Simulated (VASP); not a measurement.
# Ga3Sb2As (P6_3mc) in VASP: further runs

Ga3Sb2As is run at these levels: PBE; tasks: single point, relaxation of cell and atoms.

All numbers are computed with VASP 6.6.1; they aren't measurements. Logs are shortened: lines on timing, memory, paths and dates and some standing lists are left out, and cuts for length are marked.

### Step 1. The cell of the first run

The structure is hexagonal, space group P6_3mc (No. 186). Conventional cell: a = 4.025 Å, b = 4.025 Å, c = 19.914 Å, α = 90.00°, β = 90.00°, γ = 120.00°. Ga (site symmetry 3m) has 3 Sb at 2.47 Å and 1 As at 2.48 Å within 3.3 Å. Within 3.3 Å of Ga (site symmetry 3m) lie 4 Sb at 2.47 to 2.48 Å. Ga (site symmetry 3m) has 3 As at 2.47 Å and 1 Sb at 2.48 Å within 3.3 Å. Sb (site symmetry 3m) has 4 Ga at 2.47 to 2.48 Å within 3.3 Å. Within 3.3 Å of Sb (site symmetry 3m) lie 4 Ga at 2.47 to 2.48 Å. Within 3.3 Å of As (site symmetry 3m) lie 4 Ga at 2.47 to 2.48 Å.

### Step 2. Single point, PBE

INCAR

```
SYSTEM = Ga3Sb2As
ALGO = Normal
EDIFF = 1E-6
ENCUT = 520
GGA = PE
ISIF = 2
ISMEAR = 0
LASPH = .TRUE.
LCHARG = .FALSE.
LREAL = .FALSE.
LWAVE = .FALSE.
NBANDS = 66
NELM = 80
PREC = Accurate
SIGMA = 0.1
```

KPOINTS

```
k-points
0
G
  6 6 1
  0 0 0
```

POSCAR

```
Ga3Sb2As
1.0
    4.0251217500      0.0000000000      0.0000000000
   -2.0125608700      3.4858576900      0.0000000000
    0.0000000000      0.0000000000     19.9143293800
Ga Sb As
6 4 2
Direct
    0.3333333300      0.6666666700      0.3333280300
    0.3333333300      0.6666666700      0.6666613600
    0.3333333300      0.6666666700      0.9999947000
    0.6666666700      0.3333333300      0.1666613600
    0.6666666700      0.3333333300      0.4999947000
    0.6666666700      0.3333333300      0.8333280300
    0.3333333300      0.6666666700      0.1246719700
    0.3333333300      0.6666666700      0.7913386300
    0.6666666700      0.3333333300      0.2913386300
    0.6666666700      0.3333333300      0.6246719700
    0.3333333300      0.6666666700      0.4580053000
    0.6666666700      0.3333333300      0.9580053000
```

Potentials or basis: VASP PAW PBE potentials, release 64 (Ga_d, Sb, As).

On the command line:

```sh
cat potpaw_PBE.64/Ga_d/POTCAR potpaw_PBE.64/Sb/POTCAR potpaw_PBE.64/As/POTCAR > POTCAR
mpirun -np 1 vasp_std > vasp.out
```

OUTCAR:

```text
SYSTEM = Ga3Sb2As
   EDIFF = 1E-6
   ENCUT = 520
   GGA = PE
   ISIF = 2
   ISMEAR = 0
   LASPH = .TRUE.
   LREAL = .FALSE.
   NELM = 80
   PREC = Accurate

 ion  position               nearest neighbor table
   1  0.333  0.667  0.333-   9 2.47   9 2.47   9 2.47  11 2.48
   2  0.333  0.667  0.667-  10 2.47  10 2.47  10 2.47   8 2.48
   3  0.333  0.667  1.000-  12 2.47  12 2.47  12 2.47   7 2.48
   4  0.667  0.333  0.167-   7 2.47   7 2.47   7 2.47   9 2.48
   5  0.667  0.333  0.500-  11 2.47  11 2.47  11 2.47  10 2.48
   6  0.667  0.333  0.833-   8 2.47   8 2.47   8 2.47  12 2.48
   7  0.333  0.667  0.125-   4 2.47   4 2.47   4 2.47   3 2.48
   8  0.333  0.667  0.791-   6 2.47   6 2.47   6 2.47   2 2.48
   9  0.667  0.333  0.291-   1 2.47   1 2.47   1 2.47   4 2.48
  10  0.667  0.333  0.625-   2 2.47   2 2.47   2 2.47   5 2.48
  11  0.333  0.667  0.458-   5 2.47   5 2.47   5 2.47   1 2.48
  12  0.667  0.333  0.958-   3 2.47   3 2.47   3 2.47   6 2.48

  LATTYP: Found a hexagonal cell.
 ALAT       =     4.0251217500
 C/A-ratio  =     4.9475098188

  Lattice vectors:

 A1 = (   4.0251217500,   0.0000000000,   0.0000000000)
 A2 = (  -2.0125608700,   3.4858576900,   0.0000000000)
 A3 = (   0.0000000000,   0.0000000000,  19.9143293800)

Analysis of symmetry for initial positions (statically):
=====================================================================
 Subroutine PRICEL returns:
 Original cell was already a primitive cell.

 Routine SETGRP: Setting up the symmetry group for a
 hexagonal supercell.

 Subroutine GETGRP returns: Found 12 space group operations
 (whereof  6 operations were pure point group operations)
 out of a pool of 24 trial point group operations.

The static configuration has the point symmetry C_3v.
 The point group associated with its full space group is C_6v.

Analysis of symmetry for dynamics (positions and initial velocities):
=====================================================================
 Subroutine PRICEL returns:
 Original cell was already a primitive cell.

 Routine SETGRP: Setting up the symmetry group for a
 hexagonal supercell.

 Subroutine GETGRP returns: Found 12 space group operations
 (whereof  6 operations were pure point group operations)
 out of a pool of 24 trial point group operations.

The dynamic configuration has the point symmetry C_3v.
 The point group associated with its full space group is C_6v.

 Subroutine INISYM returns: Found 12 space group operations
 (whereof  6 operations are pure point group operations),
 and found     1 'primitive' translations

----------------------------------------------------------------------------------------

                                     Primitive cell

  volume of cell :     279.4180

  direct lattice vectors                    reciprocal lattice vectors
     4.025121750  0.000000000  0.000000000     0.248439690  0.143436722  0.000000000
    -2.012560870  3.485857690  0.000000000     0.000000000  0.286873444  0.000000000
     0.000000000  0.000000000 19.914329380     0.000000000  0.000000000  0.050215098

  length of vectors
     4.025121750  4.025121749 19.914329380     0.286873444  0.286873444  0.050215098

  position of ions in fractional coordinates (direct lattice)
     0.333333330  0.666666670  0.333328030
     0.333333330  0.666666670  0.666661360
     0.333333330  0.666666670  0.999994700
     0.666666670  0.333333330  0.166661360
     0.666666670  0.333333330  0.499994700
     0.666666670  0.333333330  0.833328030
     0.333333330  0.666666670  0.124671970
     0.333333330  0.666666670  0.791338630
     0.666666670  0.333333330  0.291338630
     0.666666670  0.333333330  0.624671970
     0.333333330  0.666666670  0.458005300
     0.666666670  0.333333330  0.958005300

  ion indices of the primitive-cell ions
   primitive index   ion index
                 1           1
                 2           2
                 3           3
                 4           4
                 5           5
                 6           6
                 7           7
                 8           8
                 9           9
                10          10
                11          11
                12          12

----------------------------------------------------------------------------------------

 KPOINTS: k-points

Automatic generation of k-mesh.
 Grid dimensions read from file:
 generate k-points for:    6    6    1

 Generating k-lattice:

  Cartesian coordinates                     Fractional coordinates (reciprocal lattice)
     0.041406615  0.023906120  0.000000000     0.166666667  0.000000000  0.000000000
     0.000000000  0.047812241  0.000000000     0.000000000  0.166666667  0.000000000
     0.000000000  0.000000000  0.050215098     0.000000000  0.000000000  1.000000000

  Length of vectors
     0.047812241  0.047812241  0.050215098

  Shift w.r.t. Gamma in fractional coordinates (k-lattice)
     0.000000000  0.000000000  0.000000000

 Subroutine IBZKPT returns following result:
 ===========================================

 Found      7 irreducible k-points:

 Following reciprocal coordinates:
            Coordinates               Weight
  0.000000  0.000000  0.000000      1.000000
  0.166667  0.000000  0.000000      6.000000
  0.333333 -0.000000  0.000000      6.000000
  0.500000  0.000000  0.000000      3.000000
  0.166667  0.166667  0.000000      6.000000
  0.333333  0.166667  0.000000     12.000000
  0.333333  0.333333  0.000000      2.000000
   k-points           NKPTS =      7   k-points in BZ     NKDIM =      7   number of bands    NBANDS=     66
   number of dos      NEDOS =    301   number of ions     NIONS =     12
   total plane-waves  NPLWV = 135000
   dimension x,y,z NGX =    30 NGY =   30 NGZ =  150
   dimension x,y,z NGXF=    60 NGYF=   60 NGZF=  300
   ions per type =               6   4   2
   NGX,Y,Z   is equivalent  to a cutoff of  12.39, 12.39, 12.52 a.u.
   NGXF,Y,Z  is equivalent  to a cutoff of  24.78, 24.78, 25.04 a.u.
 SYSTEM =  Ga3Sb2As
   PREC   = accura    normal or accurate (medium, high low for compatibility)
   ISTART =      0    job   : 0-new  1-cont  2-samecut
   ICHARG =      2    charge: 1-file 2-atom 10-const
   ISPIN  =      1    spin polarized calculation?
   LNONCOLLINEAR =      F non collinear calculations
   LSORBIT =      F    spin-orbit coupling
   LASPH  =      T    aspherical Exc in radial PAW
   ENCUT  =  520.0 eV  38.22 Ry    6.18 a.u.   7.48  7.48 37.03*2*pi/ulx,y,z
   NELM   =     80;   NELMIN=  2; NELMDL= -5     # of ELM steps
   EDIFF  = 0.1E-05   stopping-criterion for ELM
   LREAL  =      F    real-space projection
   EDIFFG = 0.1E-04   stopping-criterion for IOM
   NSW    =      0    number of steps for IOM
   IBRION =     -1    ionic relax: 0-MD 1-quasi-New 2-CG
   NFREE  =      0    steps in history (QN), initial steepest desc. (CG)
   ISIF   =      2    stress and relaxation
   ISYM   =      2    0-nonsym 1-usesym 2-fastsym
   POTIM  = 0.5000    time-step for ionic-motion
   TEBEG  =    0.0;   TEEND  =   0.0 temperature during run
   PSTRESS=    0.0 pullay stress
   NELECT =     108.0000    total number of electrons
   NUPDOWN=      -1.0000    fix difference up-down
   EMIN   =  10.00;   EMAX   =-10.00  energy-range for DOS
   EFERMI =   0.00;   METHOD = LEGACY
   ISMEAR =     0;   SIGMA  =   0.10  broadening in eV -4-tet -1-fermi 0-gaus
   EFERMI_NEDOS =   21; number of points for ismear=-14 and -15
   IALGO  =     38    algorithm
   IMIX   =      4    mixing-type and parameters
     AMIX     =   0.40;   BMIX     =  1.00
     AMIX_MAG =   1.60;   BMIX_MAG =  1.00
  volume/ion in A,a.u.               =      23.28       157.13
  Fermi-wavevector in a.u.,A,eV,Ry     =   1.192517  2.253531 19.348806  1.422097
  Thomas-Fermi vector in A             =   2.328553
   LORBIT       =      0    0 simple, 1 ext, 2 COOP (PROOUT), +10 PAW based schemes
   GGA     = PE    functional components
   LHFCALC =     F    Hartree Fock is set to
   AEXX    =    0.0000 exact exchange contribution
   IVDW    =     0    specifies the selected vdW correction
   LEPSILON=     F    determine dielectric tensor
   LRPA    =     F    only Hartree local field effects (RPA)
 non-spin polarized calculation
 Gauss-broadening in eV      SIGMA  =   0.10
  energy-cutoff  :      520.00
  volume of cell :      279.42
 maximum number of plane-waves:      7569
 NGX is ok and might be reduce to    30
   NGX = 15   NGY = 15   NGZ = 75

 number of electron     107.9999892 magnetization

 Free energy of the ion-electron system (eV)
  ---------------------------------------------------
  ext. energy  EPLUGINS =         0.00000000
  ---------------------------------------------------
  free energy    TOTEN  =       -43.03591431 eV

  energy without entropy =      -43.03471036  energy(sigma->0) =      -43.03531234

 E-fermi :   6.3487     XC(G=0):  -9.8281

 val. band max:        6.2229205441   @ k =   0.0000   0.0000   0.0000
 cond. band min:       6.4502901381   @ k =   0.0000   0.0000   0.0000
 fundamental gap:      0.2273695940
 Fermi energy:         6.3486551481

 k-point     1 :       0.0000    0.0000    0.0000
  band No.  band energies     occupation
      1      -9.4397      2.00000
      2      -9.4393      2.00000
      3      -9.3922      2.00000
      4      -9.3922      2.00000
      5      -9.3922      2.00000
      6      -9.3922      2.00000
[... 58 lines left out ...]
     65       9.3276      0.00000
     66       9.4894      0.00000

 k-point     2 :       0.1667    0.0000    0.0000
  band No.  band energies     occupation
      1      -9.4441      2.00000
      2      -9.4437      2.00000
      3      -9.3991      2.00000
      4      -9.3990      2.00000
      5      -9.3854      2.00000
      6      -9.3854      2.00000
[... 58 lines left out ...]
     65       9.8049      0.00000
     66      10.1009      0.00000

 k-point     3 :       0.3333   -0.0000    0.0000
  band No.  band energies     occupation
      1      -9.4594      2.00000
      2      -9.4592      2.00000
      3      -9.4085      2.00000
      4      -9.4084      2.00000
      5      -9.3732      2.00000
      6      -9.3731      2.00000
[... 58 lines left out ...]
     65      10.2138      0.00000
     66      10.3997      0.00000

 k-point     4 :       0.5000    0.0000    0.0000
  band No.  band energies     occupation
      1      -9.4687      2.00000
      2      -9.4686      2.00000
      3      -9.4127      2.00000
      4      -9.4127      2.00000
      5      -9.3682      2.00000
      6      -9.3681      2.00000
[... 58 lines left out ...]
     65       9.7053      0.00000
     66      10.0441      0.00000

 k-point     5 :       0.1667    0.1667    0.0000
  band No.  band energies     occupation
      1      -9.4534      2.00000
      2      -9.4532      2.00000
      3      -9.4069      2.00000
      4      -9.4068      2.00000
      5      -9.3768      2.00000
      6      -9.3768      2.00000
[... 58 lines left out ...]
     65      10.0347      0.00000
     66      10.1011      0.00000

 k-point     6 :       0.3333    0.1667    0.0000
  band No.  band energies     occupation
      1      -9.4645      2.00000
      2      -9.4644      2.00000
      3      -9.4131      2.00000
      4      -9.4131      2.00000
      5      -9.3708      2.00000
      6      -9.3707      2.00000
[... 58 lines left out ...]
     65      10.0496      0.00000
     66      10.3163      0.00000

 k-point     7 :       0.3333    0.3333    0.0000
  band No.  band energies     occupation
      1      -9.4648      2.00000
      2      -9.4648      2.00000
      3      -9.4155      2.00000
      4      -9.4155      2.00000
      5      -9.3713      2.00000
      6      -9.3712      2.00000
[... 58 lines left out ...]
     65      11.8887      0.00000
     66      11.9153      0.00000

------------------------ aborting loop because EDIFF is reached ----------------------------------------

  FORCE on cell =-STRESS in cart. coord.  units (eV):
  Direction    XX          YY          ZZ          XY          YZ          ZX
  --------------------------------------------------------------------------------------
  -------------------------------------------------------------------------------------
  Total       24.9840259     24.9840260     24.4439133      0.0000000      0.0000000      0.0000000
  in kB      143.2579210    143.2579211    140.1609255      0.0000002      0.0000000      0.0000000
  external PRESSURE =     142.2255892 kB  Pullay stress =       0.0000000 kB

 VOLUME and BASIS-vectors are now :
 -----------------------------------------------------------------------------
  energy-cutoff  :      520.00
  volume of cell :      279.42
      direct lattice vectors                 reciprocal lattice vectors
     4.025121750  0.000000000  0.000000000     0.248439690  0.143436722  0.000000000
    -2.012560870  3.485857690  0.000000000     0.000000000  0.286873444  0.000000000
     0.000000000  0.000000000 19.914329380     0.000000000  0.000000000  0.050215098

 POSITION                                       TOTAL-FORCE (eV/Angst)
 -----------------------------------------------------------------------------------
     -0.00000      2.32391      6.63800        -0.000000     -0.000000      1.466369
     -0.00000      2.32391     13.27611         0.000000      0.000000      0.059232
     -0.00000      2.32391     19.91422        -0.000000      0.000000     -1.349715
      2.01256      1.16195      3.31895        -0.000000      0.000000      0.059232
      2.01256      1.16195      9.95706        -0.000000      0.000000     -1.349715
      2.01256      1.16195     16.59517         0.000000      0.000000      1.466369
     -0.00000      2.32391      2.48276         0.000000     -0.000000     -0.163062
     -0.00000      2.32391     15.75898         0.000000     -0.000000      0.146483
      2.01256      1.16195      5.80181        -0.000000      0.000000      0.146483
      2.01256      1.16195     12.43992         0.000000      0.000000     -0.163062
     -0.00000      2.32391      9.12087        -0.000000      0.000000     -0.159308
      2.01256      1.16195     19.07803         0.000000     -0.000000     -0.159308
 -----------------------------------------------------------------------------------
    total drift:                                0.000002     -0.000004     -0.000790

  FREE ENERGIE OF THE ION-ELECTRON SYSTEM (eV)
  ---------------------------------------------------
  free  energy   TOTEN  =       -43.0359143147 eV

  energy  without entropy=      -43.0347103553  energy(sigma->0) =      -43.03531234
```

Wall time 4.6 min (1 thread of Intel Xeon 8259CL, shared host); peak memory 0.4 GiB.

Results:

| Quantity | Value |
| --- | --- |
| Free energy | -43.0359 eV |
| Pressure | 14.2 GPa |
| Largest force | 1.466 eV/Å |
| Band gap on the k mesh | 0.23 eV |

Forces in eV/Å, atoms in the order of the input:
```
Ga   0.000  0.000  1.466
Ga   0.000  0.000  0.059
Ga   0.000  0.000 -1.350
Ga   0.000  0.000  0.059
Ga   0.000  0.000 -1.350
Ga   0.000  0.000  1.466
Sb   0.000  0.000 -0.163
Sb   0.000  0.000  0.146
Sb   0.000  0.000  0.146
Sb   0.000  0.000 -0.163
As   0.000  0.000 -0.159
As   0.000  0.000 -0.159
```

Caveat: the cell stands under pressure; spin-orbit coupling is left out, which moves the levels of the heavy elements; an odd mesh through Γ misses points on the zone boundary, where band edges can lie; forces of over 1 eV/Å act on the atoms, so gaps and moduli don't describe the material at rest.

(Part 1 of 2 ends here.)
